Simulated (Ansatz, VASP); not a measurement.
## Two plane-wave programs on BN

```
B N
1.0
     2.50286    0.00000    0.00000
    -1.25143    2.16754    0.00000
     0.00000    0.00000    4.22685
B N
2 2
Direct
  0.66667 0.33333 0.99972
  0.33333 0.66667 0.49972
  0.66667 0.33333 0.62528
  0.33333 0.66667 0.12528
```

Change from the starting cell: strain -0.0200 x Voigt [1, 1, 0, 0, 0, 0], atoms carried along.

Alike in both runs: task single point; functional r2SCAN; k mesh 12 × 12 × 6; occupations gaussian, width 0.05 eV; no spin polarisation.

```csv
,VASP,Ansatz
version,VASP 6.6.1,Ansatz 0.2.0
potentials or method,"VASP PAW PBE potentials, release 64 (B_h, N_h), cutoff 910 eV","scalar-relativistic, plane waves, PAW"
valence electrons in the cell,16,16
```

|  | VASP | Ansatz | Ansatz less VASP |
| --- | --- | --- | --- |
| gap on the k mesh at the Fermi level (eV) | 5.60 | 5.62 | +0.017 |
| least direct gap on the mesh (eV) | 8.78 | 8.79 | +0.009 |
| rms of the force components (eV/Å) | 0.006 | 0.007 | +0.0009 |

VASP's potentials were made for PBE, not for r2SCAN. Atom by atom the forces differ by 0.001 eV/Å (rms over components). The functional is the same, so the differences come from potentials, cutoffs and numerics.

Noted on VASP's run: the cutoff is short for stress, so the pressure is rough.
